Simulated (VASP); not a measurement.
# WSe2 in VASP: further runs

The runs below take WSe2 through single point, with PBE, r2SCAN.

Everything below comes from runs of VASP 6.6.1. Logs are shortened: lines on timing, memory, paths and dates and some standing lists are left out, and cuts for length are marked.

## Step 1: The cell of the first run

Symmetry: P-6m2, No. 187, hexagonal system. The conventional cell has a = 3.310 Å, b = 3.310 Å, c = 7.213 Å, α = 90.00°, β = 90.00°, γ = 120.00°. Within 3.3 Å of W (site symmetry -6m2) lie 6 Se at 2.53 Å. Se (site symmetry 3m) has 3 W at 2.53 Å within 3.3 Å.

## Step 2: Single point, PBE (strain +0.4%)

Input file INCAR:

```
ALGO = Normal
EDIFF = 1E-6
ENCUT = 520
GGA = PE
ISIF = 2
ISMEAR = -1
LASPH = T
LCHARG = F
LREAL = F
LWAVE = F
NBANDS = 20
NELM = 60
PREC = Accurate
SIGMA = 0.02
```

Input file KPOINTS:

```
k-points
0
Gamma
  12 12 4
```

Input file POSCAR:

```
WSe2
1.0
    3.3104015815      0.0000000000      0.0000000000
   -1.6552007907      2.8668918663      0.0000000000
    0.0000000000      0.0000000000      7.2130040201
W Se
1 2
Direct
    0.0000000000      0.0000000000      0.0000000000
    0.3333333333      0.6666666667      0.2303823983
    0.3333333333      0.6666666667      0.7696176017
```

Potentials or basis: VASP PAW PBE potentials, release 64 (W_sv, Se).

Run with:

```bash
cat potpaw_PBE.64/W_sv/POTCAR potpaw_PBE.64/Se/POTCAR > POTCAR
mpirun -np 1 vasp_std > vasp.out
```

OUTCAR:

```text
EDIFF = 1E-6
   ENCUT = 520
   GGA = PE
   ISIF = 2
   ISMEAR = -1
   LASPH = T
   LREAL = F
   NELM = 60
   PREC = Accurate

 ion  position               nearest neighbor table
   1  0.000  0.000  0.000-   2 2.53   3 2.53   2 2.53   3 2.53   2 2.53   3 2.53
   2  0.333  0.667  0.230-   1 2.53   1 2.53   1 2.53
   3  0.333  0.667  0.770-   1 2.53   1 2.53   1 2.53

  LATTYP: Found a hexagonal cell.
 ALAT       =     3.3104015815
 C/A-ratio  =     2.1788909419

  Lattice vectors:

 A1 = (   3.3104015815,   0.0000000000,   0.0000000000)
 A2 = (  -1.6552007907,   2.8668918663,   0.0000000000)
 A3 = (   0.0000000000,   0.0000000000,   7.2130040201)

Analysis of symmetry for initial positions (statically):
=====================================================================
 Subroutine PRICEL returns:
 Original cell was already a primitive cell.

 Routine SETGRP: Setting up the symmetry group for a
 hexagonal supercell.

 Subroutine GETGRP returns: Found 12 space group operations
 (whereof 12 operations were pure point group operations)
 out of a pool of 24 trial point group operations.

The static configuration has the point symmetry D_3h.

Analysis of symmetry for dynamics (positions and initial velocities):
=====================================================================
 Subroutine PRICEL returns:
 Original cell was already a primitive cell.

 Routine SETGRP: Setting up the symmetry group for a
 hexagonal supercell.

 Subroutine GETGRP returns: Found 12 space group operations
 (whereof 12 operations were pure point group operations)
 out of a pool of 24 trial point group operations.

The dynamic configuration has the point symmetry D_3h.

 Subroutine INISYM returns: Found 12 space group operations
 (whereof 12 operations are pure point group operations),
 and found     1 'primitive' translations

----------------------------------------------------------------------------------------

                                     Primitive cell

  volume of cell :      68.4555

  direct lattice vectors                    reciprocal lattice vectors
     3.310401581  0.000000000  0.000000000     0.302078154  0.174404904  0.000000000
    -1.655200791  2.866891866  0.000000000     0.000000000  0.348809807  0.000000000
     0.000000000  0.000000000  7.213004020     0.000000000  0.000000000  0.138638492

  length of vectors
     3.310401581  3.310401581  7.213004020     0.348809807  0.348809807  0.138638492

  position of ions in fractional coordinates (direct lattice)
     0.000000000  0.000000000  0.000000000
     0.333333333  0.666666667  0.230382398
     0.333333333  0.666666667  0.769617602

  ion indices of the primitive-cell ions
   primitive index   ion index
                 1           1
                 2           2
                 3           3

----------------------------------------------------------------------------------------

 KPOINTS: k-points

Automatic generation of k-mesh.
 Grid dimensions read from file:
 generate k-points for:   12   12    4

 Generating k-lattice:

  Cartesian coordinates                     Fractional coordinates (reciprocal lattice)
     0.025173180  0.014533742  0.000000000     0.083333333  0.000000000  0.000000000
     0.000000000  0.029067484  0.000000000     0.000000000  0.083333333  0.000000000
     0.000000000  0.000000000  0.034659623     0.000000000  0.000000000  0.250000000

  Length of vectors
     0.029067484  0.029067484  0.034659623

  Shift w.r.t. Gamma in fractional coordinates (k-lattice)
     0.000000000  0.000000000  0.000000000

 Subroutine IBZKPT returns following result:
 ===========================================

 Found     57 irreducible k-points:

 Following reciprocal coordinates:
            Coordinates               Weight
  0.000000  0.000000  0.000000      1.000000
  0.083333  0.000000  0.000000      6.000000
  0.166667  0.000000  0.000000      6.000000
  0.250000  0.000000  0.000000      6.000000
  0.333333  0.000000  0.000000      6.000000
  0.416667  0.000000  0.000000      6.000000
[... 16 lines left out ...]
  0.250000  0.000000  0.250000     12.000000
  0.333333  0.000000  0.250000     12.000000
 [... further k-points ...]
   k-points           NKPTS =     57   k-points in BZ     NKDIM =     57   number of bands    NBANDS=     20
   number of dos      NEDOS =    301   number of ions     NIONS =      3
   total plane-waves  NPLWV =  42336
   dimension x,y,z NGX =    28 NGY =   28 NGZ =   54
   dimension x,y,z NGXF=    56 NGYF=   56 NGZF=  108
   ions per type =               1   2
   NGX,Y,Z   is equivalent  to a cutoff of  14.06, 14.06, 12.45 a.u.
   NGXF,Y,Z  is equivalent  to a cutoff of  28.12, 28.12, 24.89 a.u.
 SYSTEM =  unknown system
   PREC   = accura    normal or accurate (medium, high low for compatibility)
   ISTART =      0    job   : 0-new  1-cont  2-samecut
   ICHARG =      2    charge: 1-file 2-atom 10-const
   ISPIN  =      1    spin polarized calculation?
   LNONCOLLINEAR =      F non collinear calculations
   LSORBIT =      F    spin-orbit coupling
   LASPH  =      T    aspherical Exc in radial PAW
   ENCUT  =  520.0 eV  38.22 Ry    6.18 a.u.   6.16  6.16 13.41*2*pi/ulx,y,z
   NELM   =     60;   NELMIN=  2; NELMDL= -5     # of ELM steps
   EDIFF  = 0.1E-05   stopping-criterion for ELM
   LREAL  =      F    real-space projection
   EDIFFG = 0.1E-04   stopping-criterion for IOM
   NSW    =      0    number of steps for IOM
   IBRION =     -1    ionic relax: 0-MD 1-quasi-New 2-CG
   NFREE  =      0    steps in history (QN), initial steepest desc. (CG)
   ISIF   =      2    stress and relaxation
   ISYM   =      2    0-nonsym 1-usesym 2-fastsym
   POTIM  = 0.5000    time-step for ionic-motion
   TEBEG  =    0.0;   TEEND  =   0.0 temperature during run
   PSTRESS=    0.0 pullay stress
   NELECT =      26.0000    total number of electrons
   NUPDOWN=      -1.0000    fix difference up-down
   EMIN   =  10.00;   EMAX   =-10.00  energy-range for DOS
   EFERMI =   0.00;   METHOD = LEGACY
   ISMEAR =    -1;   SIGMA  =   0.02  broadening in eV -4-tet -1-fermi 0-gaus
   EFERMI_NEDOS =   21; number of points for ismear=-14 and -15
   IALGO  =     38    algorithm
   IMIX   =      4    mixing-type and parameters
     AMIX     =   0.40;   BMIX     =  1.00
     AMIX_MAG =   1.60;   BMIX_MAG =  1.00
  volume/ion in A,a.u.               =      22.82       153.99
  Fermi-wavevector in a.u.,A,eV,Ry     =   1.185577  2.240416 19.124262  1.405594
  Thomas-Fermi vector in A             =   2.321768
   LORBIT       =      0    0 simple, 1 ext, 2 COOP (PROOUT), +10 PAW based schemes
   GGA     = PE    functional components
[... 5 lines left out ...]
 non-spin polarized calculation
  energy-cutoff  :      520.00
  volume of cell :       68.46
 maximum number of plane-waves:      1874
 NGX is ok and might be reduce to    28
   NGX = 13   NGY = 13   NGZ = 27

 number of electron      25.9999999 magnetization

 Free energy of the ion-electron system (eV)
  ---------------------------------------------------
  ext. energy  EPLUGINS =         0.00000000
  ---------------------------------------------------
  free energy    TOTEN  =       -21.59450316 eV

  energy without entropy =      -21.59450316  energy(sigma->0) =      -21.59450316

 E-fermi :   5.2463     XC(G=0):  -9.9034

 val. band max:        4.8274188732   @ k =   0.0000   0.0000   0.5000
 cond. band min:       6.2040862799   @ k =   0.1667   0.1667   0.0000
 fundamental gap:      1.3766674067
 Fermi energy:         5.2462941224

 k-point     1 :       0.0000    0.0000    0.0000
  band No.  band energies     occupation
      1     -69.3105      2.00000
      2     -33.5450      2.00000
      3     -33.4378      2.00000
      4     -33.4378      2.00000
      5     -10.0807      2.00000
      6      -8.7022      2.00000
[... 12 lines left out ...]
     19      11.9441      0.00000
     20      13.0338      0.00000

 k-point     2 :       0.0833    0.0000    0.0000
  band No.  band energies     occupation
      1     -69.3099      2.00000
      2     -33.5422      2.00000
      3     -33.4526      2.00000
      4     -33.4413      2.00000
      5      -9.9783      2.00000
      6      -8.6530      2.00000
[... 12 lines left out ...]
     19      12.1646      0.00000
     20      13.6277      0.00000

 k-point     3 :       0.1667    0.0000    0.0000
  band No.  band energies     occupation
      1     -69.3081      2.00000
      2     -33.5345      2.00000
      3     -33.4929      2.00000
      4     -33.4508      2.00000
      5      -9.6847      2.00000
      6      -8.5127      2.00000
[... 12 lines left out ...]
     19      12.8391      0.00000
     20      13.6745      0.00000

 k-point     4 :       0.2500    0.0000    0.0000
  band No.  band energies     occupation
      1     -69.3058      2.00000
      2     -33.5475      2.00000
      3     -33.5239      2.00000
      4     -33.4637      2.00000
      5      -9.2437      2.00000
      6      -8.3045      2.00000
[... 12 lines left out ...]
     19      12.5176      0.00000
     20      13.5703      0.00000

 k-point     5 :       0.3333    0.0000    0.0000
  band No.  band energies     occupation
      1     -69.3034      2.00000
      2     -33.6015      2.00000
      3     -33.5133      2.00000
      4     -33.4766      2.00000
      5      -8.7382      2.00000
      6      -8.0724      2.00000
[... 12 lines left out ...]
     19      11.5398      0.00000
     20      12.7928      0.00000

 k-point     6 :       0.4167    0.0000    0.0000
  band No.  band energies     occupation
      1     -69.3017      2.00000
      2     -33.6407      2.00000
      3     -33.5055      2.00000
      4     -33.4860      2.00000
      5      -8.3066      2.00000
      6      -7.8830      2.00000
[... 12 lines left out ...]
     19      11.3146      0.00000
     20      12.4079      0.00000

 k-point     7 :       0.5000    0.0000    0.0000
  band No.  band energies     occupation
      1     -69.3011      2.00000
      2     -33.6550      2.00000
      3     -33.5026      2.00000
      4     -33.4894      2.00000
      5      -8.1299      2.00000
      6      -7.8085      2.00000
[... 12 lines left out ...]
     19      11.3550      0.00000
     20      12.3226      0.00000
[... 277 lines left out ...]
 k-point    20 :       0.0000    0.0000    0.2500
  band No.  band energies     occupation
      1     -69.3105      2.00000
      2     -33.5450      2.00000
      3     -33.4378      2.00000
      4     -33.4378      2.00000
      5     -10.0523      2.00000
      6      -8.7548      2.00000
[... 12 lines left out ...]
     19      12.0536      0.00000
     20      12.9216      0.00000

 k-point    21 :       0.0833    0.0000    0.2500
  band No.  band energies     occupation
      1     -69.3099      2.00000
      2     -33.5422      2.00000
      3     -33.4526      2.00000
      4     -33.4413      2.00000
      5      -9.9497      2.00000
      6      -8.7046      2.00000
[... 12 lines left out ...]
     19      12.2474      0.00000
     20      13.4898      0.00000

 k-point    22 :       0.1667    0.0000    0.2500
  band No.  band energies     occupation
      1     -69.3081      2.00000
      2     -33.5345      2.00000
      3     -33.4929      2.00000
      4     -33.4508      2.00000
      5      -9.6560      2.00000
      6      -8.5612      2.00000
[... 12 lines left out ...]
     19      12.7606      0.00000
     20      13.7623      0.00000

 k-point    23 :       0.2500    0.0000    0.2500
  band No.  band energies     occupation
      1     -69.3058      2.00000
      2     -33.5475      2.00000
      3     -33.5239      2.00000
      4     -33.4637      2.00000
      5      -9.2150      2.00000
      6      -8.3483      2.00000
[... 12 lines left out ...]
     19      12.5291      0.00000
     20      13.4238      0.00000

 k-point    24 :       0.3333    0.0000    0.2500
  band No.  band energies     occupation
      1     -69.3034      2.00000
      2     -33.6015      2.00000
      3     -33.5133      2.00000
      4     -33.4766      2.00000
      5      -8.7102      2.00000
      6      -8.1106      2.00000
[... 12 lines left out ...]
     19      11.8497      0.00000
     20      12.7143      0.00000

 [... further k-points ...]
[... 5 lines left out ...]
  --------------------------------------------------------------------------------------
  -------------------------------------------------------------------------------------
  Total        0.8386823      0.8386823      1.7117931      0.0000000     -0.0000000      0.0000000
  in kB       19.6290776     19.6290776     40.0639420      0.0000000     -0.0000000      0.0000000
  external PRESSURE =      26.4406991 kB  Pullay stress =       0.0000000 kB

 VOLUME and BASIS-vectors are now :
 -----------------------------------------------------------------------------
  energy-cutoff  :      520.00
  volume of cell :       68.46
      direct lattice vectors                 reciprocal lattice vectors
     3.310401581  0.000000000  0.000000000     0.302078154  0.174404904  0.000000000
    -1.655200791  2.866891866  0.000000000     0.000000000  0.348809807  0.000000000
     0.000000000  0.000000000  7.213004020     0.000000000  0.000000000  0.138638492

 POSITION                                       TOTAL-FORCE (eV/Angst)
 -----------------------------------------------------------------------------------
      0.00000      0.00000      0.00000        -0.000000     -0.000000      0.000000
     -0.00000      1.91126      1.66175         0.000000      0.000000      0.339766
     -0.00000      1.91126      5.55125        -0.000000      0.000000     -0.339766
 -----------------------------------------------------------------------------------
    total drift:                                0.000000     -0.000000     -0.000000

  FREE ENERGIE OF THE ION-ELECTRON SYSTEM (eV)
  ---------------------------------------------------
  free  energy   TOTEN  =       -21.5945031626 eV

  energy  without entropy=      -21.5945031626  energy(sigma->0) =      -21.59450316
```

It took 86 s on 1 thread of Intel Xeon Platinum 8259CL at 2.50GHz (Skylake/Cascade Lake), shared host; peak memory 0.23 GiB.

Results:

```yaml
Free_energy: -21.5945 eV
Pressure: 2.6 GPa
Largest_force: 0.340 eV/Å
Band_gap_on_the_k_mesh: 1.38 eV, indirect (least direct gap 1.51 eV)
```

Forces on the atoms (eV/Å):
```
W    0.000  0.000  0.000
Se   0.000  0.000  0.340
Se   0.000  0.000 -0.340
```

Caveat: the cell differs from its parent crystal (strain +0.4%); spin-orbit coupling is left out, which moves the levels of the heavy elements; this functional lacks dispersion, which binds the layers, so the pressure and a relaxed spacing across them are unreliable.

(Part 1 of 3 ends here.)
